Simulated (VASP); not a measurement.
# Au (P6_3/mmc) in VASP: notebook

Au is run at these levels: PBE, LDA; tasks: electric field gradients.

Everything below comes from runs of VASP 6.6.1. Logs are shortened: lines on timing, memory, paths and dates and some standing lists are left out, and cuts for length are marked.

## 1. The cell of the first run

It takes space group P6_3/mmc (No. 194, hexagonal). The conventional cell has a = 2.900 Å, b = 2.900 Å, c = 4.880 Å, α = 90.00°, β = 90.00°, γ = 120.00°. Au (site symmetry -6m2) has 12 Au at 2.90 to 2.96 Å within 3.8 Å.

This isn't the form of Au at room conditions, which is fcc.

## 2. Electric field gradients, PBE

The input, INCAR:

```
PREC     = Accurate       # precision mode
ENCUT    = 520            # plane-wave cutoff, eV
EDIFF    = 1E-8           # SCF threshold, eV
ISMEAR   = -1             # smearing method
SIGMA    = 0.02           # smearing width, eV
LREAL    = False          # projectors in reciprocal space
LASPH    = True           # aspherical terms in the spheres
NELM     = 60             # most SCF steps
ALGO     = Normal         # electronic algorithm
ISIF     = 2              # what is computed and relaxed
LWAVE    = False          # write WAVECAR
LCHARG   = False          # write CHGCAR
GGA      = PE             # functional
LEFG     = True         
NBANDS   = 18             # bands
```

The input, KPOINTS:

```
Automatic mesh
0
Gamma
  17 17 9
```

The input, POSCAR:

```
Au
1.0
    2.9000000000      0.0000000000      0.0000000000
   -1.4500000000      2.5114736710      0.0000000000
    0.0000000000      0.0000000000      4.8800000000
Au
2
Direct
    0.3333333333      0.6666666667      0.7500000000
    0.6666666667      0.3333333333      0.2500000000
```

Potentials or basis: VASP PAW PBE potentials, release 64 (Au).

The run is started by

```sh
> cat potpaw_PBE.64/Au/POTCAR > POTCAR
> mpirun -np 1 vasp_std > vasp.out
```

OUTCAR:

```text
PREC = Accurate
   ENCUT = 520
   EDIFF = 1E-8
   ISMEAR = -1
   LREAL = False
   LASPH = True
   NELM = 60
   ISIF = 2
   GGA = PE

 ion  position               nearest neighbor table
   1  0.333  0.667  0.750-   2 2.96   2 2.96   2 2.96   2 2.96   2 2.96   2 2.96
   2  0.667  0.333  0.250-   1 2.96   1 2.96   1 2.96   1 2.96   1 2.96   1 2.96

  LATTYP: Found a hexagonal cell.
 ALAT       =     2.9000000000
 C/A-ratio  =     1.6827586207

  Lattice vectors:

 A1 = (   2.9000000000,   0.0000000000,   0.0000000000)
 A2 = (  -1.4500000000,   2.5114736710,   0.0000000000)
 A3 = (   0.0000000000,   0.0000000000,   4.8800000000)

Analysis of symmetry for initial positions (statically):
=====================================================================
 Subroutine PRICEL returns:
 Original cell was already a primitive cell.

 Routine SETGRP: Setting up the symmetry group for a
 hexagonal supercell.

 Subroutine GETGRP returns: Found 24 space group operations
 (whereof 12 operations were pure point group operations)
 out of a pool of 24 trial point group operations.

The static configuration has the point symmetry D_3d.
 The point group associated with its full space group is D_6h.

Analysis of symmetry for dynamics (positions and initial velocities):
=====================================================================
 Subroutine PRICEL returns:
 Original cell was already a primitive cell.

 Routine SETGRP: Setting up the symmetry group for a
 hexagonal supercell.

 Subroutine GETGRP returns: Found 24 space group operations
 (whereof 12 operations were pure point group operations)
 out of a pool of 24 trial point group operations.

The dynamic configuration has the point symmetry D_3d.
 The point group associated with its full space group is D_6h.

 Subroutine INISYM returns: Found 24 space group operations
 (whereof 12 operations are pure point group operations),
 and found     1 'primitive' translations

----------------------------------------------------------------------------------------

                                     Primitive cell

  volume of cell :      35.5424

  direct lattice vectors                    reciprocal lattice vectors
     2.900000000  0.000000000  0.000000000     0.344827586  0.199086300  0.000000000
    -1.450000000  2.511473671  0.000000000     0.000000000  0.398172599  0.000000000
     0.000000000  0.000000000  4.880000000     0.000000000  0.000000000  0.204918033

  length of vectors
     2.900000000  2.900000000  4.880000000     0.398172599  0.398172599  0.204918033

  position of ions in fractional coordinates (direct lattice)
     0.333333333  0.666666667  0.750000000
     0.666666667  0.333333333  0.250000000

  ion indices of the primitive-cell ions
   primitive index   ion index
                 1           1
                 2           2

----------------------------------------------------------------------------------------

 KPOINTS: Automatic mesh

Automatic generation of k-mesh.
 Grid dimensions read from file:
 generate k-points for:   17   17    9

 Generating k-lattice:

  Cartesian coordinates                     Fractional coordinates (reciprocal lattice)
     0.020283976  0.011710959  0.000000000     0.058823529  0.000000000  0.000000000
     0.000000000  0.023421918  0.000000000     0.000000000  0.058823529  0.000000000
     0.000000000  0.000000000  0.022768670     0.000000000  0.000000000  0.111111111

  Length of vectors
     0.023421918  0.023421918  0.022768670

  Shift w.r.t. Gamma in fractional coordinates (k-lattice)
     0.000000000  0.000000000  0.000000000

 Subroutine IBZKPT returns following result:
 ===========================================

 Found    165 irreducible k-points:

 Following reciprocal coordinates:
            Coordinates               Weight
  0.000000  0.000000  0.000000      1.000000
  0.058824 -0.000000  0.000000      6.000000
  0.117647 -0.000000  0.000000      6.000000
  0.176471 -0.000000  0.000000      6.000000
  0.235294 -0.000000  0.000000      6.000000
  0.294118 -0.000000  0.000000      6.000000
[... 16 lines left out ...]
  0.411765  0.117647  0.000000     12.000000
  0.176471  0.176471  0.000000      6.000000
 [... further k-points ...]
   k-points           NKPTS =    165   k-points in BZ     NKDIM =    165   number of bands    NBANDS=     18
   number of dos      NEDOS =    301   number of ions     NIONS =      2
   total plane-waves  NPLWV =  20736
   dimension x,y,z NGX =    24 NGY =   24 NGZ =   36
   dimension x,y,z NGXF=    48 NGYF=   48 NGZF=   72
   ions per type =               2
   NGX,Y,Z   is equivalent  to a cutoff of  13.76, 13.76, 12.26 a.u.
   NGXF,Y,Z  is equivalent  to a cutoff of  27.52, 27.52, 24.53 a.u.
 SYSTEM =  unknown system
   PREC   = accura    normal or accurate (medium, high low for compatibility)
   ISTART =      0    job   : 0-new  1-cont  2-samecut
   ICHARG =      2    charge: 1-file 2-atom 10-const
   ISPIN  =      1    spin polarized calculation?
   LNONCOLLINEAR =      F non collinear calculations
   LSORBIT =      F    spin-orbit coupling
   LASPH  =      T    aspherical Exc in radial PAW
   ENCUT  =  520.0 eV  38.22 Ry    6.18 a.u.   5.39  5.39  9.07*2*pi/ulx,y,z
   NELM   =     60;   NELMIN=  2; NELMDL= -5     # of ELM steps
   EDIFF  = 0.1E-07   stopping-criterion for ELM
   LREAL  =      F    real-space projection
   EDIFFG = 0.1E-06   stopping-criterion for IOM
   NSW    =      0    number of steps for IOM
   IBRION =     -1    ionic relax: 0-MD 1-quasi-New 2-CG
   NFREE  =      0    steps in history (QN), initial steepest desc. (CG)
   ISIF   =      2    stress and relaxation
   ISYM   =      2    0-nonsym 1-usesym 2-fastsym
   POTIM  = 0.5000    time-step for ionic-motion
   TEBEG  =    0.0;   TEEND  =   0.0 temperature during run
   PSTRESS=    0.0 pullay stress
   NELECT =      22.0000    total number of electrons
   NUPDOWN=      -1.0000    fix difference up-down
   EMIN   =  10.00;   EMAX   =-10.00  energy-range for DOS
   EFERMI =   0.00;   METHOD = LEGACY
   ISMEAR =    -1;   SIGMA  =   0.02  broadening in eV -4-tet -1-fermi 0-gaus
   EFERMI_NEDOS =   21; number of points for ismear=-14 and -15
   IALGO  =     38    algorithm
   IMIX   =      4    mixing-type and parameters
     AMIX     =   0.40;   BMIX     =  1.00
     AMIX_MAG =   1.60;   BMIX_MAG =  1.00
  volume/ion in A,a.u.               =      17.77       119.93
  Fermi-wavevector in a.u.,A,eV,Ry     =   1.395191  2.636528 26.484517  1.946557
  Thomas-Fermi vector in A             =   2.518667
   LORBIT       =      0    0 simple, 1 ext, 2 COOP (PROOUT), +10 PAW based schemes
   GGA     = PE    functional components
   LHFCALC =     F    Hartree Fock is set to
   AEXX    =    0.0000 exact exchange contribution
   IVDW    =     0    specifies the selected vdW correction
   LEPSILON=     F    determine dielectric tensor
   LRPA    =     F    only Hartree local field effects (RPA)
 non-spin polarized calculation
  energy-cutoff  :      520.00
  volume of cell :       35.54
 maximum number of plane-waves:       984
 NGX is ok and might be reduce to    24
   NGX = 11   NGY = 11   NGZ = 19

 number of electron      22.0000001 magnetization

 Free energy of the ion-electron system (eV)
  ---------------------------------------------------
  ext. energy  EPLUGINS =         0.00000000
  ---------------------------------------------------
  free energy    TOTEN  =        -6.43330382 eV

  energy without entropy =       -6.43238918  energy(sigma->0) =       -6.43284650

 E-fermi :   8.7083     XC(G=0): -12.4662

 val. band max:        8.7051933046   @ k =   0.3529   0.1176   0.4444
 cond. band min:       8.7194138464   @ k =   0.2941   0.0588   0.3333
 fundamental gap:      0.0142205418
 Fermi energy:         8.7082878851

 k-point     1 :       0.0000    0.0000    0.0000
  band No.  band energies     occupation
      1      -0.6314      2.00000
      2       1.7560      2.00000
      3       4.1389      2.00000
      4       4.4097      2.00000
      5       4.4097      2.00000
      6       4.6960      2.00000
[... 10 lines left out ...]
     17      26.9117      0.00000
     18      26.9117      0.00000

 k-point     2 :       0.0588   -0.0000    0.0000
  band No.  band energies     occupation
      1      -0.5249      2.00000
      2       1.8440      2.00000
      3       4.1061      2.00000
      4       4.4355      2.00000
      5       4.4790      2.00000
      6       4.6588      2.00000
[... 10 lines left out ...]
     17      26.3079      0.00000
     18      26.4816      0.00000

 k-point     3 :       0.1176   -0.0000    0.0000
  band No.  band energies     occupation
      1      -0.2130      2.00000
      2       2.0893      2.00000
      3       3.9994      2.00000
      4       4.4841      2.00000
      5       4.6217      2.00000
      6       4.6825      2.00000
[... 10 lines left out ...]
     17      25.1074      0.00000
     18      26.6842      0.00000

 k-point     4 :       0.1765   -0.0000    0.0000
  band No.  band energies     occupation
      1       0.2782      2.00000
      2       2.4175      2.00000
      3       3.8810      2.00000
      4       4.3676      2.00000
      5       4.5011      2.00000
      6       4.8335      2.00000
[... 375 lines left out ...]
      4       4.3374      2.00000
      5       4.5241      2.00000
      6       4.6922      2.00000
[... 10 lines left out ...]
     17      21.1722      0.00000
     18      23.4560      0.00000

 k-point    23 :       0.4118    0.1176    0.0000
  band No.  band energies     occupation
      1       2.5371      2.00000
      2       2.5709      2.00000
      3       2.8479      2.00000
      4       4.3506      2.00000
      5       4.5723      2.00000
      6       4.8318      2.00000
[... 10 lines left out ...]
     17      20.4283      0.00000
     18      23.2069      0.00000

 k-point    24 :       0.1765    0.1765    0.0000
  band No.  band energies     occupation
      1       1.7851      2.00000
      2       3.1784      2.00000
      3       3.4644      2.00000
      4       3.5496      2.00000
      5       4.3533      2.00000
      6       4.3904      2.00000
[... 10 lines left out ...]
     17      24.2165      0.00000
     18      24.7033      0.00000

 [... further k-points ...]

------------------------ aborting loop because EDIFF is reached ----------------------------------------

  FORCE on cell =-STRESS in cart. coord.  units (eV):
  Direction    XX          YY          ZZ          XY          YZ          ZX
  --------------------------------------------------------------------------------------
  -------------------------------------------------------------------------------------
  Total        0.3135042      0.3135042      0.3631246      0.0000000      0.0000000      0.0000000
  in kB       14.1321248     14.1321248     16.3689108      0.0000000      0.0000000      0.0000000
  external PRESSURE =      14.8777201 kB  Pullay stress =       0.0000000 kB

 VOLUME and BASIS-vectors are now :
 -----------------------------------------------------------------------------
  energy-cutoff  :      520.00
  volume of cell :       35.54
      direct lattice vectors                 reciprocal lattice vectors
     2.900000000  0.000000000  0.000000000     0.344827586  0.199086300  0.000000000
    -1.450000000  2.511473671  0.000000000     0.000000000  0.398172599  0.000000000
     0.000000000  0.000000000  4.880000000     0.000000000  0.000000000  0.204918033

 POSITION                                       TOTAL-FORCE (eV/Angst)
 -----------------------------------------------------------------------------------
     -0.00000      1.67432      3.66000        -0.000000      0.000000      0.000000
      1.45000      0.83716      1.22000         0.000000     -0.000000      0.000000
 -----------------------------------------------------------------------------------
    total drift:                                0.000000     -0.000000      0.000000

  FREE ENERGIE OF THE ION-ELECTRON SYSTEM (eV)
  ---------------------------------------------------
  free  energy   TOTEN  =        -6.4333038175 eV

  energy  without entropy=       -6.4323891773  energy(sigma->0) =       -6.43284650

 Electric field gradients (V/A^2)
---------------------------------------------------------------------
 ion       V_xx      V_yy      V_zz      V_xy      V_xz      V_yz
---------------------------------------------------------------------
   1     -10.434   -10.434    20.867    -0.000     0.000    -0.000
   2     -10.434   -10.434    20.867    -0.000    -0.000     0.000
---------------------------------------------------------------------

 Electric field gradients after diagonalization (V/A^2)
 (convention: |V_zz| > |V_xx| > |V_yy|)
----------------------------------------------------------------------
 ion       V_xx      V_yy      V_zz     asymmetry (V_yy - V_xx)/ V_zz
----------------------------------------------------------------------
   1     -10.434   -10.433    20.867       0.000
   2     -10.434   -10.433    20.867       0.000
----------------------------------------------------------------------

           NMR quadrupolar parameters

 Cq : quadrupolar parameter    Cq=e*Q*V_zz/h
 eta: asymmetry parameters     (V_yy - V_xx)/ V_zz
 Q  : nuclear electric quadrupole moment in mb (millibarn)
----------------------------------------------------------------------
 ion       Cq(MHz)       eta       Q (mb)
----------------------------------------------------------------------
   1       0.050       0.000       1.000
   2       0.050       0.000       1.000
----------------------------------------------------------------------
```

Wall time 1.8 min (1 thread of Intel Xeon 8259CL, shared host); peak memory 0.22 GiB.

What came out:

```yaml
Free_energy: -6.4333 eV
Pressure: 1.5 GPa
Band_gap_on_the_k_mesh: zero (bands 11 and 12 overlap by 5.96 eV)
Largest_electric_field_gradient_by_atom: Au +20.9 V/Å²
```

Electric field gradients, principal values (V/Å²):
| atom | least | middle | greatest (by size) |
| --- | --- | --- | --- |
| 1 Au | -10.433 | -10.434 | 20.867 |
| 2 Au | -10.433 | -10.434 | 20.867 |

Caveat: without QUAD_EFG the Cq values of the log hold for a quadrupole moment of 1 mb, not for the nuclei; spin-orbit coupling is left out, which moves the levels of the heavy elements.

[end of part 1 of 2]
